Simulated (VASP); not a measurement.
Input of a VASP 6.6.1 run:

File INCAR:

```
PREC = Accurate
ENCUT = 520
EDIFF = 1E-6
ISMEAR = -1
SIGMA = 0.1
LREAL = False
LASPH = True
NELM = 60
ALGO = Normal
ISIF = 2
LWAVE = False
LCHARG = True
GGA = RE
LELF = True
LVHAR = True
NBANDS = 18
```

Contents of KPOINTS:

```
regular mesh
0
Gamma
  14 14 4
```

File POSCAR:

```
As
1.0
    2.8647579110      0.0000000000      0.0000000000
   -1.4323789555      2.4809531266      0.0000000000
    0.0000000000      0.0000000000      9.6956147184
As
4
Direct
    0.0000000000      0.0000000000      0.0000000000
    0.0000000000      0.0000000000      0.5000000000
    0.3333333333      0.6666666667      0.2500000000
    0.6666666667      0.3333333333      0.7500000000
```

Potentials or basis: VASP PAW PBE potentials, release 64 (As).

Launch:

```sh
$ cat potpaw_PBE.64/As/POTCAR > POTCAR
$ mpirun -np 1 vasp_std > vasp.out
```

Q: Estimate the pressure.

A: 12.9 GPa.

Q: Estimate the band gap on the k mesh.

A: Zero (band 10 reaches 13.62 eV, above the bottom of band 11 at 4.84 eV).

Stress tensor (GPa, compression positive):
```
12.84  0.00  0.00
 0.00 12.84  0.00
 0.00  0.00 13.16
```

Caveat: the PAW data sets were made with another functional, which shifts forces and pressure a little.
